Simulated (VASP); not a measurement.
A run of VASP 6.6.1:

INCAR

```
SYSTEM = PbSe
ALGO = Normal ; EDIFF = 1E-6
ENCUT = 520 ; GGA = PE
ISIF = 2 ; ISMEAR = 0
IVDW = 12 ; LASPH = .True.
LCHARG = .False. ; LREAL = .False.
LWAVE = .False. ; NBANDS = 28
NELM = 60 ; PREC = Accurate
SIGMA = 0.05
```

File KPOINTS:

```
k-points
0
Gamma
  8 8 6
  0 0 0
```

Contents of POSCAR:

```
PbSe
1.0
    2.1548765900     -6.1339473500      0.0000000000
    2.1548765900      6.1339473500      0.0000000000
    0.0000000000      0.0000000000      4.4504935700
Pb Se
2 2
Direct
    0.6317607300      0.3682392700      0.7162958731
    0.3682392700      0.6317607300      0.2162958731
    0.8612899600      0.1387100400      0.7500000000
    0.1387100400      0.8612899600      0.2500000000
```

Potentials or basis: VASP PAW PBE potentials, release 64 (Pb_d, Se).

The run is started by

```console
$ cat potpaw_PBE.64/Pb_d/POTCAR potpaw_PBE.64/Se/POTCAR > POTCAR
$ mpirun -np 1 vasp_std > vasp.out
```

Hardware: 1 thread of Intel Xeon 8259CL, on a shared host.

**Question.** How long does it take, and how much memory?

**Answer.** Wall time 9.8 min on 1 thread of Intel Xeon 8259CL, on a shared host, peak memory 0.45 GiB. Counts: scf iterations 13, k points 84.
